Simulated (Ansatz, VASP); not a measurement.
**MnPt2 in VASP and in Ansatz**

The input INCAR:

```
PREC     = Accurate       # precision mode
ENCUT    = 520            # plane-wave cutoff, eV
EDIFF    = 1E-6           # SCF threshold, eV
ISMEAR   = -1             # smearing method
SIGMA    = 0.05           # smearing width, eV
LREAL    = F              # projectors in reciprocal space
LASPH    = T              # aspherical terms in the spheres
NELM     = 150            # most SCF steps
ALGO     = Normal         # electronic algorithm
ISIF     = 2              # what is computed and relaxed
LWAVE    = F              # write WAVECAR
LCHARG   = F              # write CHGCAR
ISPIN    = 2              # spin polarisation
MAGMOM   = 0 0 8          # initial moments
LORBIT   = 11             # projections on sites
NUPDOWN  = 8.0            # fixed moment
LMAXMIX  = 4              # l up to which the mixer works
GGA      = PS             # functional
NBANDS   = 28             # bands
```

KPOINTS

```
Automatic mesh
0
Gamma
  9 9 4
```

The input POSCAR:

```
MnPt2
1.0
    2.8584044518      0.0000000000      0.0000000000
   -1.4292022259      2.4754508696      0.0000000000
    0.0000000000      0.0000000000      6.5325040000
Pt Mn
2 1
Direct
    0.6666666667      0.3333333333      0.3162060000
    0.3333333333      0.6666666667      0.6837940000
    0.0000000000      0.0000000000      0.0000000000
```

The input input.yaml:

```yaml
crystal:
  lattice:
    - [2.8584044518, 0.0, 0.0]
    - [-1.4292022259, 2.4754508696, 0.0]
    - [0.0, 0.0, 6.532504]
  atoms:
    - { symbol: Pt, position: [0.6666666667, 0.3333333333, 0.316206] }
    - { symbol: Pt, position: [0.3333333333, 0.6666666667, 0.683794] }
    - { symbol: Mn, position: [0.0, 0.0, 0.0], spin: 8.0 }
hamiltonian:
  xc: pbesol
  pseudopotentials: { kind: paw }
magnetization:
  spin_polarized: true
  initial_magnetization: 8.0
  spin_locking: { lock_magnetization: hard }
kpoints:
  mp_grid: { grid: [9, 9, 4] }
scf:
  occupations: { method: fermi_dirac, width: 0.05 }
  lower_state_search: "off"
output:
  forces: true
  stress: true
  eigenvalues: true
```

Alike in both runs: task single point; functional PBEsol; k mesh 9 × 9 × 4; occupations fermi-dirac, width 0.05 eV; collinear spin; fixed moment 8 μB.

|  | VASP | Ansatz |
| --- | --- | --- |
| version | VASP 6.6.1 | Ansatz 0.2.0 |
| potentials or method | VASP PAW PBE potentials, release 64 (Pt, Mn_pv) | Ansatz PAW |
| plane-wave cutoff (eV) | 520 | 420 |
| valence electrons in the cell | 33 | 51 |

VASP gave:

| Property | Result |
| --- | --- |
| pressure (GPa) | 14.3 |
| traceless stress, the component that is largest in VASP (GPa) | 7.98 |
| rms of the force components (eV/Å) | 0.693 |
| net moment per atom (μB) | 2.67 |
| size of the moment on the site where the two differ most (μB) | 1.51 |

Q: Estimate Ansatz's values.

A: Pressure (GPa): 14.6; traceless stress, the component that is largest in VASP (GPa): 7.95; rms of the force components (eV/Å): 0.690; net moment per atom (μB): 2.67; size of the moment on the site where the two differ most (μB): 1.35.

VASP's potentials were made for PBE, not for PBEsol. Site moments also hang on the region over which each program counts them. Atom by atom the forces differ by 0.003 eV/Å (rms over components). The functional is the same, so the differences come from potentials, cutoffs and numerics. VASP's potentials hold 33 valence electrons a cell and Ansatz's 51, so a difference there can come from the potentials and not from the codes.

Spin-orbit coupling is off throughout.
